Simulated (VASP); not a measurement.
# GaN (I-4m2) in VASP: settings compared, part 2 of 2

VASP 6.6.1. The steps go on from the part before.

## Step 4: Dielectric tensor, r2SCAN (uniaxial z strain +3.0%)

File INCAR:

```
  ALGO = Normal
  EDIFF = 1E-8
  ENCUT = 520
  ISIF = 2
  ISMEAR = 0
  LASPH = T
  LCALCEPS = T
  LCHARG = F
  LMIXTAU = T
  LREAL = F
  LWAVE = F
  METAGGA = R2SCAN
  NELM = 80
  PREC = Accurate
  SIGMA = 0.01
```

File KPOINTS:

```
k-points
0
Gamma
  8 8 8
```

File POSCAR:

```
GaN
1.0
    0.0000000000      2.2489525411      2.3164211173
    2.2489525411      0.0000000000      2.3164211173
    2.2489525411      2.2489525411      0.0000000000
Ga N
1 1
Direct
    0.0000000000      0.0000000000      0.0000000000
    0.2500000000      0.2500000000      0.2500000000
```

Potentials or basis: VASP PAW PBE potentials, release 64 (Ga_d, N).

The run is started by

```
$ cat potpaw_PBE.64/Ga_d/POTCAR potpaw_PBE.64/N/POTCAR > POTCAR
$ mpirun -np 1 vasp_std > vasp.out
```

OUTCAR:

```text
EDIFF = 1E-8
   ENCUT = 520
   ISIF = 2
   ISMEAR = 0
   LASPH = T
   LREAL = F
   METAGGA = R2SCAN
   NELM = 80
   PREC = Accurate

 ion  position               nearest neighbor table
   1  0.000  0.000  0.000-   2 1.97   2 1.97   2 1.97   2 1.97
   2  0.250  0.250  0.250-   1 1.97   1 1.97   1 1.97   1 1.97

  LATTYP: Found a body centered tetragonal cell.
 ALAT       =     3.1804991848
 C/A-ratio  =     1.4566399692

  Lattice vectors:

 A1 = (  -2.2489525411,   0.0000000000,   2.3164211173)
 A2 = (   2.2489525411,   0.0000000000,   2.3164211173)
 A3 = (   0.0000000000,   2.2489525411,  -2.3164211173)

Analysis of symmetry for initial positions (statically):
=====================================================================
 Subroutine PRICEL returns:
 Original cell was already a primitive cell.

 Routine SETGRP: Setting up the symmetry group for a
 body centered tetragonal supercell.

 Subroutine GETGRP returns: Found  8 space group operations
 (whereof  8 operations were pure point group operations)
 out of a pool of 16 trial point group operations.

The static configuration has the point symmetry D_2d.

Analysis of symmetry for dynamics (positions and initial velocities):
=====================================================================
 Subroutine PRICEL returns:
 Original cell was already a primitive cell.

 Routine SETGRP: Setting up the symmetry group for a
 body centered tetragonal supercell.

 Subroutine GETGRP returns: Found  8 space group operations
 (whereof  8 operations were pure point group operations)
 out of a pool of 16 trial point group operations.

[... 530 lines left out ...]
      5      -8.6850      2.00000
      6      -8.1647      2.00000
      7      -0.5162      2.00000
      8       3.4023      2.00000
      9       3.5460      2.00000
     10   10000.0000      0.00000
     11   10000.0000      0.00000
     12   10000.0000      0.00000
     13   10000.0000      0.00000

 [... further k-points ...]

------------------------ aborting loop because EDIFF is reached ----------------------------------------

            Ionic dipole moment: p[ion]=(     5.62238     5.62238     5.79105 ) |e| Angst

 Total electronic dipole moment: p[elc]=(     0.00036     0.00036     0.00633 ) |e| Angst

 MACROSCOPIC STATIC DIELECTRIC TENSOR (including local field effects)
 ------------------------------------------------------
           5.535262     0.000000     0.000000
           0.000000     5.535262     0.000000
           0.000000     0.000000     5.604942
 ------------------------------------------------------

 PIEZOELECTRIC TENSOR (including local field effects) (e Angst)
          XX          YY          ZZ          XY          YZ          ZX
  --------------------------------------------------------------------------------
  x     0.00000     0.00000     0.00000     0.00000    -1.49054     0.00000
  y     0.00000     0.00000     0.00000     0.00000    -0.00000    -1.49054
  z     0.00000     0.00000     0.00000    -1.44090     0.00000     0.00000

 PIEZOELECTRIC TENSOR (including local field effects) (C/m^2)
          XX          YY          ZZ          XY          YZ          ZX
  --------------------------------------------------------------------------------
  x     0.00000     0.00000     0.00000     0.00000    -1.01917     0.00000
  y     0.00000     0.00000     0.00000     0.00000    -0.00000    -1.01917
  z     0.00000     0.00000     0.00000    -0.98522     0.00000     0.00000

 BORN EFFECTIVE CHARGES (including local field effects) (in |e|, cummulative output)
 ---------------------------------------------------------------------------------
 ion    1
    1     2.66231     0.00000     0.00000
    2     0.00000     2.66231     0.00000
    3     0.00000     0.00000     2.72037
 ion    2
    1    -2.66231     0.00000     0.00000
    2     0.00000    -2.66231     0.00000
    3     0.00000     0.00000    -2.72037

  FORCE on cell =-STRESS in cart. coord.  units (eV):
  Direction    XX          YY          ZZ          XY          YZ          ZX
  --------------------------------------------------------------------------------------
  -------------------------------------------------------------------------------------
  Total       -0.4556871     -0.4556871     -1.0508391      0.0000000     -0.0000000      0.0000000
  in kB      -31.1579781    -31.1579781    -71.8519774      0.0000000     -0.0000000      0.0000000
  external PRESSURE =     -44.7226445 kB  Pullay stress =       0.0000000 kB

 VOLUME and BASIS-vectors are now :
 -----------------------------------------------------------------------------
  energy-cutoff  :      520.00
  volume of cell :       23.43
      direct lattice vectors                 reciprocal lattice vectors
     0.000000000  2.248952541  2.316421117    -0.222325723  0.222325723  0.215850217
     2.248952541  0.000000000  2.316421117     0.222325723 -0.222325723  0.215850217
     2.248952541  2.248952541  0.000000000     0.222325723  0.222325723 -0.215850217

 POSITION                                       TOTAL-FORCE (eV/Angst)
 -----------------------------------------------------------------------------------
      0.00000      0.00000      0.00000        -0.000000     -0.000000     -0.000000
      1.12448      1.12448      1.15821         0.000000      0.000000      0.000000
 -----------------------------------------------------------------------------------
    total drift:                                0.000014      0.000014      0.000007

  FREE ENERGIE OF THE ION-ELECTRON SYSTEM (eV)
  ---------------------------------------------------
  free  energy   TOTEN  =       -21.8834233428 eV

  energy  without entropy=      -21.8834233428  energy(sigma->0) =      -21.88342334
```

It took 55 min on 1 thread of Intel Xeon 8259CL, shared host; peak memory 0.43 GiB.

Results:

```yaml
Band_gap_on_the_k_mesh: 1.91 eV
Electronic_dielectric_tensor_diagonal: 5.54, 5.54, 5.60
Born_charges_mean_of_the_diagonal: Ga +2.68; N -2.68 e
```

Electronic dielectric tensor:
```
5.54 0.00 0.00
0.00 5.54 0.00
0.00 0.00 5.60
```

Born effective charge tensors (e):
atom 1, Ga
```
2.66 0.00 0.00
0.00 2.66 0.00
0.00 0.00 2.72
```
atom 2, N
```
-2.66  0.00  0.00
 0.00 -2.66  0.00
 0.00  0.00 -2.72
```

Dipole moments of the cell (e·Å, modulo the quantum): ionic 5.622, 5.622, 5.791; electronic 0.000, 0.000, 0.006

Caveat: the cell differs from its parent crystal (uniaxial z strain +3.0%); the structure was generated, so it needn't be the stable form of GaN; the PAW data sets were made with another functional, which shifts forces and pressure a little.

## Step 5: Dielectric tensor, r2SCAN (uniaxial z strain +4.0%)

File INCAR:

```
ALGO = Normal
EDIFF = 1E-8
ENCUT = 520
ISIF = 2
ISMEAR = 0
LASPH = T
LCALCEPS = T
LCHARG = F
LMIXTAU = T
LREAL = F
LWAVE = F
METAGGA = R2SCAN
NELM = 60
PREC = Accurate
SIGMA = 0.01
```

KPOINTS is that of step 4.

File POSCAR:

```
GaN
1.0
    0.0000000000      2.2489525411      2.3389106427
    2.2489525411      0.0000000000      2.3389106427
    2.2489525411      2.2489525411      0.0000000000
Ga N
1 1
Direct
    0.0000000000      0.0000000000      0.0000000000
    0.2500000000      0.2500000000      0.2500000000
```

Potentials or basis: VASP PAW PBE potentials, release 64 (Ga_d, N).

The run is started by

```
$ cat potpaw_PBE.64/Ga_d/POTCAR potpaw_PBE.64/N/POTCAR > POTCAR
$ mpirun -np 1 vasp_std > vasp.out
```

OUTCAR:

```text
EDIFF = 1E-8
   ENCUT = 520
   ISIF = 2
   ISMEAR = 0
   LASPH = T
   LREAL = F
   METAGGA = R2SCAN
   NELM = 60
   PREC = Accurate

 ion  position               nearest neighbor table
   1  0.000  0.000  0.000-   2 1.97   2 1.97   2 1.97   2 1.97
   2  0.250  0.250  0.250-   1 1.97   1 1.97   1 1.97   1 1.97

  LATTYP: Found a body centered tetragonal cell.
 ALAT       =     3.1804991848
 C/A-ratio  =     1.4707821048

  Lattice vectors:

 A1 = (  -2.2489525411,   0.0000000000,   2.3389106427)
 A2 = (   2.2489525411,   0.0000000000,   2.3389106427)
 A3 = (   0.0000000000,   2.2489525411,  -2.3389106427)

Analysis of symmetry for initial positions (statically):
=====================================================================
 Subroutine PRICEL returns:
 Original cell was already a primitive cell.

 Routine SETGRP: Setting up the symmetry group for a
 body centered tetragonal supercell.

 Subroutine GETGRP returns: Found  8 space group operations
 (whereof  8 operations were pure point group operations)
 out of a pool of 16 trial point group operations.

The static configuration has the point symmetry D_2d.

Analysis of symmetry for dynamics (positions and initial velocities):
=====================================================================
 Subroutine PRICEL returns:
 Original cell was already a primitive cell.

 Routine SETGRP: Setting up the symmetry group for a
 body centered tetragonal supercell.

 Subroutine GETGRP returns: Found  8 space group operations
 (whereof  8 operations were pure point group operations)
 out of a pool of 16 trial point group operations.

[... 530 lines left out ...]
      5      -8.7935      2.00000
      6      -8.2588      2.00000
      7      -0.5834      2.00000
      8       3.2902      2.00000
      9       3.4821      2.00000
     10   10000.0000      0.00000
     11   10000.0000      0.00000
     12   10000.0000      0.00000
     13   10000.0000      0.00000

 [... further k-points ...]

------------------------ aborting loop because EDIFF is reached ----------------------------------------

            Ionic dipole moment: p[ion]=(     5.62238     5.62238     5.84728 ) |e| Angst

 Total electronic dipole moment: p[elc]=(     0.00054     0.00054     0.00668 ) |e| Angst

 MACROSCOPIC STATIC DIELECTRIC TENSOR (including local field effects)
 ------------------------------------------------------
           5.587567     0.000000     0.000000
           0.000000     5.587567     0.000000
           0.000000     0.000000     5.678252
 ------------------------------------------------------

 PIEZOELECTRIC TENSOR (including local field effects) (e Angst)
          XX          YY          ZZ          XY          YZ          ZX
  --------------------------------------------------------------------------------
  x     0.00000     0.00000     0.00000    -0.00000    -1.51426     0.00000
  y     0.00000     0.00000     0.00000     0.00000     0.00000    -1.51428
  z     0.00000     0.00000     0.00000    -1.44616     0.00000     0.00000

 PIEZOELECTRIC TENSOR (including local field effects) (C/m^2)
          XX          YY          ZZ          XY          YZ          ZX
  --------------------------------------------------------------------------------
  x     0.00000     0.00000     0.00000    -0.00000    -1.02543     0.00000
  y     0.00000     0.00000     0.00000     0.00000     0.00000    -1.02545
  z     0.00000     0.00000     0.00000    -0.97932     0.00000     0.00000

 BORN EFFECTIVE CHARGES (including local field effects) (in |e|, cummulative output)
 ---------------------------------------------------------------------------------
 ion    1
    1     2.66233     0.00000     0.00000
    2     0.00000     2.66233     0.00000
    3     0.00000     0.00000     2.73919
 ion    2
    1    -2.66233     0.00000     0.00000
    2     0.00000    -2.66233     0.00000
    3     0.00000     0.00000    -2.73919

  FORCE on cell =-STRESS in cart. coord.  units (eV):
  Direction    XX          YY          ZZ          XY          YZ          ZX
  --------------------------------------------------------------------------------------
  -------------------------------------------------------------------------------------
  Total       -0.6381660     -0.6381660     -1.4682289      0.0000000      0.0000000      0.0000000
  in kB      -43.2155504    -43.2155504    -99.4260376      0.0000000      0.0000000      0.0000000
  external PRESSURE =     -61.9523794 kB  Pullay stress =       0.0000000 kB

 VOLUME and BASIS-vectors are now :
 -----------------------------------------------------------------------------
  energy-cutoff  :      520.00
  volume of cell :       23.66
      direct lattice vectors                 reciprocal lattice vectors
     0.000000000  2.248952541  2.338910643    -0.222325723  0.222325723  0.213774734
     2.248952541  0.000000000  2.338910643     0.222325723 -0.222325723  0.213774734
     2.248952541  2.248952541  0.000000000     0.222325723  0.222325723 -0.213774734

 POSITION                                       TOTAL-FORCE (eV/Angst)
 -----------------------------------------------------------------------------------
      0.00000      0.00000      0.00000         0.000000      0.000000      0.000000
      1.12448      1.12448      1.16946        -0.000000     -0.000000     -0.000000
 -----------------------------------------------------------------------------------
    total drift:                                0.000017      0.000017      0.000002

  FREE ENERGIE OF THE ION-ELECTRON SYSTEM (eV)
  ---------------------------------------------------
  free  energy   TOTEN  =       -21.8714709053 eV

  energy  without entropy=      -21.8714709053  energy(sigma->0) =      -21.87147091
```

Run time: 47 min. Hardware: 1 thread of Intel Xeon 8259CL, shared host; peak memory 0.44 GiB.

What came out:

```
Band gap on the k mesh                  : 1.83 eV
Electronic dielectric tensor (diagonal) : 5.59, 5.59, 5.68
Born charges (mean of the diagonal)     : Ga +2.69; N -2.69 e
```

Electronic dielectric tensor:
```
5.59 0.00 0.00
0.00 5.59 0.00
0.00 0.00 5.68
```

Born effective charge tensors (e):
atom 1, Ga
```
2.66 0.00 0.00
0.00 2.66 0.00
0.00 0.00 2.74
```
atom 2, N
```
-2.66  0.00  0.00
 0.00 -2.66  0.00
 0.00  0.00 -2.74
```

Dipole moments of the cell (e·Å, modulo the quantum): ionic 5.622, 5.622, 5.847; electronic 0.001, 0.001, 0.007

Caveat: the cell differs from its parent crystal (uniaxial z strain +4.0%); the structure was generated, so it needn't be the stable form of GaN; the PAW data sets were made with another functional, which shifts forces and pressure a little.

## Step 6: Summary

| task | level | potentials or basis | cell | k mesh | cutoff (eV) | GW scheme | GW iterations | cutoff of the response function | frequency points | empty bands | gap on the mesh (eV) |
| --- | --- | --- | --- | --- | --- | --- | --- | --- | --- | --- | --- |
| G0W0 quasiparticle levels | PBE | VASP PAW PBE potentials, release 64 (Ga_d_GW, N_GW) | a = 3.229, b = 3.229, c = 3.180 Å, angles 60.5, 60.5, 59.0°, 2 atoms | 6 × 6 × 6 | 500 | G0W0 | 1 | 150 | 96 | 97 | - |
| dielectric tensor | r2SCAN | VASP PAW PBE potentials, release 64 (Ga_d, N) | a = 3.212, b = 3.212, c = 3.180 Å, angles 60.3, 60.3, 59.3°, 2 atoms | 8 × 8 × 8 | 520 | - | - | - | - | - | 1.99 |
| dielectric tensor | r2SCAN | VASP PAW PBE potentials, release 64 (Ga_d, N) | a = 3.229, b = 3.229, c = 3.180 Å, angles 60.5, 60.5, 59.0°, 2 atoms | 8 × 8 × 8 | 520 | - | - | - | - | - | 1.91 |
| dielectric tensor | r2SCAN | VASP PAW PBE potentials, release 64 (Ga_d, N) | a = 3.245, b = 3.245, c = 3.180 Å, angles 60.7, 60.7, 58.7°, 2 atoms | 8 × 8 × 8 | 520 | - | - | - | - | - | 1.83 |

Alike in all rows: no spin polarisation; smearing gaussian 0.01 eV.

Caveats: some runs use coarse meshes; the structure was generated, so it needn't be the stable form of GaN; the PAW data sets were made with another functional, which shifts forces and pressure a little (at least some runs); the cutoff is under 1.25 times the usual one of these potentials, so pressure, stress and relaxed cells hold a basis-set (Pulay) error (at least some runs); bands, screening cutoff and mesh are small and nothing is extrapolated, so the quasiparticle values aren't converged (at least some runs).

Total energies depend on the potentials used, so only differences within one code and one set of settings carry meaning.
